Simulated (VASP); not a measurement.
# Sm (Im-3m) in VASP: density of states with PBE

Aim: the density of states of Sm with PBE.

Program: VASP 6.6.1. These are calculated values, not measurements. Logs are shortened: lines on timing, memory, paths and dates and some standing lists are left out, and cuts for length are marked.

## (1) The cell of the first run

The structure is cubic, space group Im-3m (No. 229). The conventional cell has a = 4.283 Å, b = 4.283 Å, c = 4.283 Å, α = 90.00°, β = 90.00°, γ = 90.00°. Within 4.9 Å of Sm (site symmetry m-3m) lie 14 Sm at 3.71 to 4.28 Å.

## (2) Density of states, PBE, collinear spin, ferromagnetic start

POSCAR

```
Sm
1.0
   -2.1415828748      2.1415828748      2.1415828748
    2.1415828748     -2.1415828748      2.1415828748
    2.1415828748      2.1415828748     -2.1415828748
Sm
1
Direct
    0.0000000000      0.0000000000      0.0000000000
```

INCAR.step1

```
PREC = Accurate
ENCUT = 520
EDIFF = 1E-7
ISMEAR = 0
SIGMA = 0.05
LREAL = F
LASPH = T
NELM = 150
ALGO = Normal
ISIF = 2
LWAVE = F
LCHARG = T
ISPIN = 2
MAGMOM = 6.69
LMAXMIX = 6
GGA = PE
NBANDS = 18
```

KPOINTS.step1

```
Automatic mesh
0
Gamma
  14 14 14
```

INCAR.step2

```
PREC = Accurate
ENCUT = 520
EDIFF = 1E-7
ISMEAR = -5
SIGMA = 0.05
LREAL = F
LASPH = T
NELM = 150
ALGO = Normal
ISIF = 2
LWAVE = F
LCHARG = F
ISPIN = 2
MAGMOM = 6.69
LORBIT = 11
LMAXMIX = 6
GGA = PE
NBANDS = 18
NEDOS = 1001
ICHARG = 11
```

KPOINTS.step2

```
Automatic mesh
0
Gamma
  21 21 21
```

Potentials or basis: VASP PAW PBE potentials, release 64 (Sm).

Started as:

```bash
$ cat potpaw_PBE.64/Sm/POTCAR > POTCAR
$ cp INCAR.step1 INCAR
$ cp KPOINTS.step1 KPOINTS
$ mpirun -np 1 vasp_std > vasp.out
$ cp INCAR.step2 INCAR
$ cp KPOINTS.step2 KPOINTS
$ mpirun -np 1 vasp_std > vasp.out
```

OUTCAR:

```text
PREC = Accurate
   ENCUT = 520
   EDIFF = 1E-7
   ISMEAR = -5
   LREAL = F
   LASPH = T
   NELM = 150
   ISIF = 2
   ISPIN = 2
   LORBIT = 11
   GGA = PE
   ICHARG = 11

 ion  position               nearest neighbor table
   1  0.000  0.000  0.000-

  LATTYP: Found a body centered cubic cell.
 ALAT       =     4.2831657496

  Lattice vectors:

 A1 = (  -2.1415828748,   2.1415828748,   2.1415828748)
 A2 = (   2.1415828748,  -2.1415828748,   2.1415828748)
 A3 = (   2.1415828748,   2.1415828748,  -2.1415828748)

Analysis of symmetry for initial positions (statically):
=====================================================================
 Subroutine PRICEL returns:
 Original cell was already a primitive cell.

 Routine SETGRP: Setting up the symmetry group for a
 body centered cubic supercell.

 Subroutine GETGRP returns: Found 48 space group operations
 (whereof 48 operations were pure point group operations)
 out of a pool of 48 trial point group operations.

The static configuration has the point symmetry O_h .

Analysis of symmetry for dynamics (positions and initial velocities):
=====================================================================
 Subroutine PRICEL returns:
 Original cell was already a primitive cell.

 Routine SETGRP: Setting up the symmetry group for a
 body centered cubic supercell.

 Subroutine GETGRP returns: Found 48 space group operations
 (whereof 48 operations were pure point group operations)
 out of a pool of 48 trial point group operations.

The dynamic configuration has the point symmetry O_h .

Analysis of structural, dynamic, and magnetic symmetry:
=====================================================================
 Subroutine PRICEL returns:
 Original cell was already a primitive cell.

 Routine SETGRP: Setting up the symmetry group for a
 body centered cubic supercell.

 Subroutine GETGRP returns: Found 48 space group operations
 (whereof 48 operations were pure point group operations)
 out of a pool of 48 trial point group operations.

The overall configuration has the point symmetry O_h .

 Subroutine INISYM returns: Found 48 space group operations
 (whereof 48 operations are pure point group operations),
 and found     1 'primitive' translations

----------------------------------------------------------------------------------------

                                     Primitive cell

  volume of cell :      39.2884

  direct lattice vectors                    reciprocal lattice vectors
    -2.141582875  2.141582875  2.141582875     0.000000000  0.233472170  0.233472170
     2.141582875 -2.141582875  2.141582875     0.233472170  0.000000000  0.233472170
     2.141582875  2.141582875 -2.141582875     0.233472170  0.233472170  0.000000000

  length of vectors
     3.709330348  3.709330348  3.709330348     0.330179509  0.330179509  0.330179509

  position of ions in fractional coordinates (direct lattice)
     0.000000000  0.000000000  0.000000000

  ion indices of the primitive-cell ions
   primitive index   ion index
                 1           1

----------------------------------------------------------------------------------------

 KPOINTS: Automatic mesh

Automatic generation of k-mesh.
 Grid dimensions read from file:
 generate k-points for:   21   21   21

 Generating k-lattice:

  Cartesian coordinates                     Fractional coordinates (reciprocal lattice)
     0.000000000  0.011117722  0.011117722     0.047619048  0.000000000  0.000000000
     0.011117722  0.000000000  0.011117722     0.000000000  0.047619048  0.000000000
     0.011117722  0.011117722  0.000000000     0.000000000  0.000000000  0.047619048

  Length of vectors
     0.015722834  0.015722834  0.015722834

  Shift w.r.t. Gamma in fractional coordinates (k-lattice)
     0.000000000  0.000000000  0.000000000

 TETIRR: Found  10986 inequivalent tetrahedra from    55566

 Subroutine IBZKPT returns following result:
 ===========================================

 Found    286 irreducible k-points:

 Following reciprocal coordinates:
            Coordinates               Weight
  0.000000  0.000000  0.000000      1.000000
  0.047619  0.000000  0.000000     12.000000
  0.095238  0.000000  0.000000     12.000000
  0.142857  0.000000  0.000000     12.000000
  0.190476  0.000000  0.000000     12.000000
  0.238095  0.000000  0.000000     12.000000
[... 16 lines left out ...]
  0.142857  0.095238  0.000000     48.000000
  0.190476  0.095238  0.000000     48.000000
 [... further k-points ...]
   k-points           NKPTS =    286   k-points in BZ     NKDIM =    286   number of bands    NBANDS=     18
   number of dos      NEDOS =   1001   number of ions     NIONS =      1
   total plane-waves  NPLWV =  21952
   dimension x,y,z NGX =    28 NGY =   28 NGZ =   28
   dimension x,y,z NGXF=    56 NGYF=   56 NGZF=   56
   ions per type =               1
   NGX,Y,Z   is equivalent  to a cutoff of  12.55, 12.55, 12.55 a.u.
   NGXF,Y,Z  is equivalent  to a cutoff of  25.10, 25.10, 25.10 a.u.
 SYSTEM =  unknown system
   PREC   = accura    normal or accurate (medium, high low for compatibility)
   ISTART =      0    job   : 0-new  1-cont  2-samecut
   ICHARG =     11    charge: 1-file 2-atom 10-const
   ISPIN  =      2    spin polarized calculation?
   LNONCOLLINEAR =      F non collinear calculations
   LSORBIT =      F    spin-orbit coupling
   LASPH  =      T    aspherical Exc in radial PAW
   ENCUT  =  520.0 eV  38.22 Ry    6.18 a.u.   6.90  6.90  6.90*2*pi/ulx,y,z
   NELM   =    150;   NELMIN=  2; NELMDL=  0     # of ELM steps
   EDIFF  = 0.1E-06   stopping-criterion for ELM
   LREAL  =      F    real-space projection
   EDIFFG = 0.1E-05   stopping-criterion for IOM
   NSW    =      0    number of steps for IOM
   IBRION =     -1    ionic relax: 0-MD 1-quasi-New 2-CG
   NFREE  =      0    steps in history (QN), initial steepest desc. (CG)
   ISIF   =      2    stress and relaxation
   ISYM   =      2    0-nonsym 1-usesym 2-fastsym
   POTIM  = 0.5000    time-step for ionic-motion
   TEBEG  =    0.0;   TEEND  =   0.0 temperature during run
   PSTRESS=    0.0 pullay stress
   NELECT =      16.0000    total number of electrons
   NUPDOWN=      -1.0000    fix difference up-down
   EMIN   =  10.00;   EMAX   =-10.00  energy-range for DOS
   EFERMI =   0.00;   METHOD = LEGACY
   ISMEAR =    -5;   SIGMA  =   0.05  broadening in eV -4-tet -1-fermi 0-gaus
   EFERMI_NEDOS =   21; number of points for ismear=-14 and -15
   IALGO  =     38    algorithm
   IMIX   =      4    mixing-type and parameters
     AMIX     =   0.40;   BMIX     =  1.00
     AMIX_MAG =   1.60;   BMIX_MAG =  1.00
  volume/ion in A,a.u.               =      39.29       265.13
  Fermi-wavevector in a.u.,A,eV,Ry     =   1.213463  2.293113 20.034483  1.472493
  Thomas-Fermi vector in A             =   2.348914
   LORBIT       =     11    0 simple, 1 ext, 2 COOP (PROOUT), +10 PAW based schemes
   GGA     = PE    functional components
   LHFCALC =     F    Hartree Fock is set to
   AEXX    =    0.0000 exact exchange contribution
   IVDW    =     0    specifies the selected vdW correction
   LEPSILON=     F    determine dielectric tensor
   LRPA    =     F    only Hartree local field effects (RPA)
 spin polarized calculation
 Fermi weights with tetrahedron method with Bloechl corrections
  energy-cutoff  :      520.00
  volume of cell :       39.29
 maximum number of plane-waves:      1088

 number of electron      16.0000002 magnetization       6.4960817

 Free energy of the ion-electron system (eV)
  ---------------------------------------------------
  ext. energy  EPLUGINS =         0.00000000
  ---------------------------------------------------
  free energy    TOTEN  =        -9.27820514 eV

  energy without entropy =       -9.27820514  energy(sigma->0) =       -9.27820514

 E-fermi :   2.4506     XC(G=0):  -9.1425

 val. band max:        2.4563720585   @ k =   0.2381   0.2381   0.2381
 cond. band min:       2.4456155649   @ k =  -0.4762  -0.4762   0.3333
 fundamental gap:     -0.0107564936
 Fermi energy:         2.4505862979

 spin component 1

 k-point     1 :       0.0000    0.0000    0.0000
  band No.  band energies     occupation
      1     -37.6599      1.00000
      2     -16.9808      1.00000
      3     -16.9808      1.00000
      4     -16.9808      1.00000
      5      -1.9265      1.00000
      6       2.1526      1.00000
[... 10 lines left out ...]
     17       6.0979      0.00000
     18      12.1995      0.00000

 k-point     2 :       0.0476    0.0000    0.0000
  band No.  band energies     occupation
      1     -37.6586      1.00000
      2     -16.9958      1.00000
      3     -16.9854      1.00000
      4     -16.9809      1.00000
      5      -1.8680      1.00000
      6       2.1452      1.00000
[... 10 lines left out ...]
     17       6.1014      0.00000
     18      12.2845      0.00000
[... 442 lines left out ...]
 k-point    24 :       0.1905    0.0952    0.0000
  band No.  band energies     occupation
      1     -37.6304      1.00000
      2     -17.3010      1.00000
      3     -17.0756      1.00000
      4     -17.0017      1.00000
      5      -0.5100      1.00000
      6       2.0294      1.00000
[... 10 lines left out ...]
     17       6.4503      0.00000
     18      12.4668      0.00000

 [... further k-points ...]

 spin component 2

 k-point     1 :       0.0000    0.0000    0.0000
  band No.  band energies     occupation
      1     -34.9693      1.00000
      2     -14.9198      1.00000
      3     -14.9198      1.00000
      4     -14.9198      1.00000
      5      -0.8550      1.00000
      6       5.2853      0.00000
[... 10 lines left out ...]
     17       7.3072      0.00000
     18      13.4823      0.00000

 k-point     2 :       0.0476    0.0000    0.0000
  band No.  band energies     occupation
      1     -34.9677      1.00000
      2     -14.9376      1.00000
      3     -14.9251      1.00000
      4     -14.9199      1.00000
      5      -0.7942      1.00000
      6       5.2065      0.00000
[... 10 lines left out ...]
     17       7.3250      0.00000
     18      13.5676      0.00000
[... 442 lines left out ...]
 k-point    24 :       0.1905    0.0952    0.0000
  band No.  band energies     occupation
      1     -34.9333      1.00000
      2     -15.2967      1.00000
      3     -15.0304      1.00000
      4     -14.9446      1.00000
      5       0.5987      1.00000
      6       4.1931      0.00000
[... 10 lines left out ...]
     17       7.7491      0.00000
     18      13.7669      0.00000

 [... further k-points ...]
[... 5 lines left out ...]
  --------------------------------------------------------------------------------------
  -------------------------------------------------------------------------------------
  Total       -0.0158822     -0.0158822     -0.0158822      0.0000000      0.0000000      0.0000000
  in kB       -0.6476730     -0.6476730     -0.6476730      0.0000000      0.0000000      0.0000000
  external PRESSURE =      -0.6476730 kB  Pullay stress =       0.0000000 kB

 VOLUME and BASIS-vectors are now :
 -----------------------------------------------------------------------------
  energy-cutoff  :      520.00
  volume of cell :       39.29
      direct lattice vectors                 reciprocal lattice vectors
    -2.141582875  2.141582875  2.141582875     0.000000000  0.233472170  0.233472170
     2.141582875 -2.141582875  2.141582875     0.233472170  0.000000000  0.233472170
     2.141582875  2.141582875 -2.141582875     0.233472170  0.233472170  0.000000000

 POSITION                                       TOTAL-FORCE (eV/Angst)
 -----------------------------------------------------------------------------------
      0.00000      0.00000      0.00000        -0.000000      0.000000      0.000000
 -----------------------------------------------------------------------------------
    total drift:                                0.000000      0.000000     -0.000000

  FREE ENERGIE OF THE ION-ELECTRON SYSTEM (eV)
  ---------------------------------------------------
  free  energy   TOTEN  =        -9.2782051374 eV

  energy  without entropy=       -9.2782051374  energy(sigma->0) =       -9.27820514

 total charge

# of ion       s       p       d       f       tot
--------------------------------------------------
    1        2.075   5.626   0.362   5.559  13.622

 magnetization (x)

# of ion       s       p       d       f       tot
--------------------------------------------------
    1       -0.008  -0.065   0.200   5.556   5.683
```

Wall time 6.1 min (1 thread of AMD EPYC 7R13 (Zen 3), shared host); peak memory 0.46 GiB.

What came out:

| Property | Result |
| --- | --- |
| Net moment | 6.50 μB per cell |
| Site moments | Sm +5.68 μB |
| Valence electrons inside the program's atomic spheres | Sm 13.62 |

Levels at points of the mesh, in eV from the Fermi level:
Spin up:
```
           k point  band 8  band 9  band 10  band 11  band 12  band 13  band 14  band 15  band 16  band 17
(0.00, 0.00, 0.00)   -0.22   -0.22    -0.18    -0.18    -0.18     1.77     1.77     1.77     3.65     3.65
```
Spin down:
| k point | band 3 | band 4 | band 5 | band 6 | band 7 | band 8 |
| --- | --- | --- | --- | --- | --- | --- |
| (0.00, 0.00, 0.00) | -17.37 | -17.37 | -3.31 | 2.83 | 2.83 | 2.83 |

Caveat: the magnetic or orbital state may not be the lowest; spin-orbit coupling is left out, which moves the levels of the heavy elements; tetrahedron occupations give inexact forces and stress in metals. The state reached can hang on the start; a lower one may exist.
